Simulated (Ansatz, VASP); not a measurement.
**WC: VASP beside Ansatz**

The input INCAR:

```
PREC     = Accurate       # precision mode
ENCUT    = 520            # plane-wave cutoff, eV
EDIFF    = 1E-7           # SCF threshold, eV
ISMEAR   = 0              # smearing method
SIGMA    = 0.1            # smearing width, eV
LREAL    = Auto         
LASPH    = True           # aspherical terms in the spheres
NELM     = 100            # most SCF steps
ALGO     = Fast           # electronic algorithm
ISIF     = 2              # what is computed and relaxed
LWAVE    = False          # write WAVECAR
LCHARG   = False          # write CHGCAR
LDIPOL   = True         
IDIPOL   = 3            
DIPOL    = 0.5 0.5 0.500
GGA      = PE             # functional
NBANDS   = 116            # bands
```

The input KPOINTS:

```
regular mesh
0
Gamma
  12 5 1
```

File POSCAR:

```
WC
1.0
    2.8470769662      0.0000000000      0.0000000000
    0.0000000000      7.7302800211      0.0000000000
    0.0000000000      0.0000000000     24.8825326274
C W
11 11
Direct
    0.5000000000      0.5714285714      0.3014162631
    0.5000000000      0.9285714286      0.3398518250
    0.5000000000      0.2857142857      0.3782873870
    0.5000000000      0.6428571429      0.4167229490
    0.5000000000      0.0000000000      0.4551585110
    0.5000000000      0.3571428571      0.4935940730
    0.5000000000      0.7142857143      0.5320296350
    0.5000000000      0.0714285714      0.5704651970
    0.5000000000      0.4285714286      0.6089007590
    0.5000000000      0.7857142857      0.6473363210
    0.5000000000      0.1428571429      0.6857718829
    0.0000000000      0.3571428571      0.3142281171
    0.0000000000      0.7142857143      0.3526636790
    0.0000000000      0.0714285714      0.3910992410
    0.0000000000      0.4285714286      0.4295348030
    0.0000000000      0.7857142857      0.4679703650
    0.0000000000      0.1428571429      0.5064059270
    0.0000000000      0.5000000000      0.5448414890
    0.0000000000      0.8571428571      0.5832770510
    0.0000000000      0.2142857143      0.6217126130
    0.0000000000      0.5714285714      0.6601481750
    0.0000000000      0.9285714286      0.6985837369
```

Input for Ansatz:

```yaml
crystal:
  lattice:
    - [2.8470769662, 0.0, 0.0]
    - [0.0, 7.7302800211, 0.0]
    - [0.0, 0.0, 24.8825326274]
  atoms:
    - { symbol: C, position: [0.5, 0.5714285714, 0.3014162631] }
    - { symbol: W, position: [0.0, 0.3571428571, 0.3142281171] }
    - { symbol: C, position: [0.5, 0.9285714286, 0.339851825] }
    - { symbol: W, position: [0.0, 0.7142857143, 0.352663679] }
    - { symbol: C, position: [0.5, 0.2857142857, 0.378287387] }
    - { symbol: W, position: [0.0, 0.0714285714, 0.391099241] }
    - { symbol: C, position: [0.5, 0.6428571429, 0.416722949] }
    - { symbol: W, position: [0.0, 0.4285714286, 0.429534803] }
    - { symbol: C, position: [0.5, 0.0, 0.455158511] }
    - { symbol: W, position: [0.0, 0.7857142857, 0.467970365] }
    - { symbol: C, position: [0.5, 0.3571428571, 0.493594073] }
    - { symbol: W, position: [0.0, 0.1428571429, 0.506405927] }
    - { symbol: C, position: [0.5, 0.7142857143, 0.532029635] }
    - { symbol: W, position: [0.0, 0.5, 0.544841489] }
    - { symbol: C, position: [0.5, 0.0714285714, 0.570465197] }
    - { symbol: W, position: [0.0, 0.8571428571, 0.583277051] }
    - { symbol: C, position: [0.5, 0.4285714286, 0.608900759] }
    - { symbol: W, position: [0.0, 0.2142857143, 0.621712613] }
    - { symbol: C, position: [0.5, 0.7857142857, 0.647336321] }
    - { symbol: W, position: [0.0, 0.5714285714, 0.660148175] }
    - { symbol: C, position: [0.5, 0.1428571429, 0.6857718829] }
    - { symbol: W, position: [0.0, 0.9285714286, 0.6985837369] }
basis:
  ecutwfc: 420
kpoints:
  mp_grid: { grid: [12, 5, 1] }
hamiltonian:
  xc: pbe
scf:
  occupations: { method: gaussian, width: 0.1 }
output:
  forces: true
  eigenvalues: true
  write_density: true
  write_potential: true
  elf: true
  volumetric_format: npy
efield:
  axis: 3
  dipole_correction: true
  ramp_width: 0.04
```

Alike in both runs: task single point; functional PBE; k mesh 12 × 5 × 1; occupations gaussian, width 0.1 eV; no spin polarisation.

|  | VASP | Ansatz |
| --- | --- | --- |
| version | VASP 6.6.1 | Ansatz 0.2.0 |
| potentials or method | VASP PAW PBE potentials, release 64 (C, W_sv), cutoff 520 eV | scalar-relativistic, plane waves, PAW |
| valence electrons in the cell | 198 | 198 |

Ansatz gave:

- gap on the k mesh at the Fermi level (eV): none
- rms of the force components (eV/Å): 0.895

Q: What did VASP give for the same quantities?

A: gap on the k mesh at the Fermi level (eV): none; rms of the force components (eV/Å): 0.889.

A gap of «none» marks a metal or a gap that the smearing closes. With one functional, cell and mesh, what is left measures potentials, basis and numerics. Ansatz's warnings: xc potential rough in thin density.

Neither program's run includes spin-orbit coupling.
